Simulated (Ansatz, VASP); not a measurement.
# Two plane-wave programs on HgTe

```xyz
2
Lattice="0.0000 3.1905 3.4197 3.1905 0.0000 3.4197 3.1905 3.1905 0.0000" Properties=species:S:1:pos:R:3 pbc="T T T"
Hg    0.0000    0.0000    0.0000
Te    1.5952    1.5952    1.7098
```

Change from the starting cell: epitaxial_xy strain -3.0%.

Alike in both runs: task single point; functional r2SCAN; k mesh 6 × 6 × 6; occupations fermi-dirac, width 0.02 eV; no spin polarisation.

|  | VASP | Ansatz |
| --- | --- | --- |
| version | VASP 6.6.1 | Ansatz 0.2.0 |
| potentials or method | VASP PAW PBE potentials, release 64 (Hg, Te) | plane waves, PAW |
| plane-wave cutoff (eV) | 520 | 500 |
| valence electrons in the cell | 18 | 36 |

|  | VASP | Ansatz | Ansatz less VASP |
| --- | --- | --- | --- |
| pressure (GPa) | 0.9 | 0.8 | -0.07 |
| traceless stress, the component that is largest in VASP (GPa) | -0.78 | -0.77 | +0.005 |

VASP's potentials were made for PBE, not for r2SCAN. VASP's potentials hold 18 valence electrons a cell and Ansatz's 36, so a difference there can come from the potentials and not from the codes.

Spin-orbit coupling is off throughout.
